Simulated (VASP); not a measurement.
Here is a VASP 6.6.1 calculation.

Contents of INCAR:

```
ALGO     = Normal         # electronic algorithm
DIPOL    = 0.5 0.5 0.289
EDIFF    = 1E-6           # SCF threshold, eV
ENCUT    = 400            # plane-wave cutoff, eV
GGA      = RE             # functional
GGA_COMPAT= F            
IDIPOL   = 3            
ISIF     = 2              # what is computed and relaxed
ISMEAR   = 0              # smearing method
IVDW     = 12             # dispersion correction
LASPH    = T              # aspherical terms in the spheres
LCHARG   = F              # write CHGCAR
LDIPOL   = T            
LREAL    = F              # projectors in reciprocal space
LWAVE    = F              # write WAVECAR
NBANDS   = 12             # bands
NELM     = 120            # most SCF steps
NELMDL   = -8           
PREC     = Accurate       # precision mode
SIGMA    = 0.03           # smearing width, eV
```

The input KPOINTS:

```
k-points
0
Gamma
  12 12 1
```

File POSCAR:

```
Sb
1.0
    4.0587738351      0.0000000000      0.0000000000
   -2.0293869175      3.5150012494      0.0000000000
    0.0000000000      0.0000000000     27.1000000030
Sb
2
Direct
    0.3333333333      0.6666666667      0.2580857549
    0.6666666667      0.3333333333      0.3194050200
```

Potentials or basis: VASP PAW PBE potentials, release 64 (Sb).

Command:

```bash
$ cat potpaw_PBE.64/Sb/POTCAR > POTCAR
$ mpirun -np 1 vasp_std > vasp.out
```

Task: What does it give for the dispersion energy per atom?

Result: -0.461 eV.

Task: Predict the largest force.

Result: 0.076 eV/Å.

Task: Predict the band gap on the k mesh.

Result: 1.18 eV, indirect (least direct gap 1.69 eV).

Forces on the atoms (eV/Å):
```
Sb   0.000  0.000 -0.076
Sb   0.000  0.000  0.076
```

Caveat: the PAW data sets were made with another functional, which shifts forces and pressure a little; spin-orbit coupling is left out, which moves the levels of the heavy elements.
